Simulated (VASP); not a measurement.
# BaTiO3: single point with r2SCAN

BaTiO3:

```xyz
5
Lattice="2.8242 1.6306 2.3060 -2.8242 1.6306 2.3060 0.0000 -3.2611 2.3060" Properties=species:S:1:pos:R:3 pbc="T T T"
Ba    0.0000    0.0000    0.0010
Ti    0.0000    0.0000    3.4599
O    -1.4121    0.8153    4.6129
O     0.0000   -1.6306    4.6129
O     1.4121    0.8153    4.6129
```

| Quantity | Value |
| --- | --- |
| Program | VASP 6.6.1 |
| Task | single point |
| Functional | r2SCAN |
| Potentials or basis | VASP PAW PBE potentials, release 64 (Ba_sv, Ti_sv, O) |
| Cutoff | 660 eV |
| k mesh | 9 × 9 × 9 |
| Occupations | gaussian, width 0.02 eV |
| Spin | no spin polarisation |

```yaml
Pressure: 1.8 GPa
Band_gap_on_the_k_mesh: 2.19 eV (least direct gap 2.30 eV)
```

Levels at points of the mesh, in eV from the valence-band top:
| k point | band 17 | band 18 | band 19 | band 20 | band 21 | band 22 | band 23 | band 24 |
| --- | --- | --- | --- | --- | --- | --- | --- | --- |
| (0.00, 0.00, 0.00) | -1.10 | -0.11 | -0.11 | -0.11 | 2.19 | 2.19 | 2.19 | 4.26 |

Wall time 5.5 min on 1 thread of AMD EPYC 7R43 64-Core Processor (Zen 3), on a shared host, peak memory 0.24 GiB.

Caveat: the PAW data sets were made with another functional, which shifts forces and pressure a little; spin-orbit coupling is left out, which moves the levels of the heavy elements; an odd mesh through Γ misses points on the zone boundary, where band edges can lie.
